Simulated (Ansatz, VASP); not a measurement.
**One calculation of AlO5, two programs**

```
CELL_PARAMETERS angstrom
2.64185 -5.08352 -0.00280
2.64185 5.08352 -0.00280
-1.74033 0.00000 2.93052
ATOMIC_POSITIONS crystal
Al 0.00000 0.00000 0.50000
O 0.69694 0.48773 0.21252
O 0.51227 0.30306 0.78748
O 0.30306 0.51227 0.78748
O 0.48773 0.69694 0.21252
O 0.00000 0.00000 0.00000
```

Alike in both runs: functional PBE; k mesh 8 × 8 × 10; occupations gaussian, width 0.1 eV; no spin polarisation.

Ansatz relaxed the structure, and its values are those at the end. VASP's run is a single point on that final structure, the one shown.

```csv
,VASP,Ansatz
version,VASP 6.6.1,Ansatz 0.2.0
potentials or method,"VASP PAW PBE potentials, release 64 (Al, O), cutoff 520 eV","scalar-relativistic, plane waves, PAW"
valence electrons in the cell,33,33
```

Ansatz gave:

```
gap on the k mesh at the Fermi level (eV) : none
pressure (GPa)                            : 0.0
rms of the force components (eV/Å)        : 0.000
```

Problem. What did VASP give for the same quantities?

Solution. gap on the k mesh at the Fermi level (eV): none; pressure (GPa): 1.0; rms of the force components (eV/Å): 0.341.

A gap of «none» marks a metal or a gap that the smearing closes.
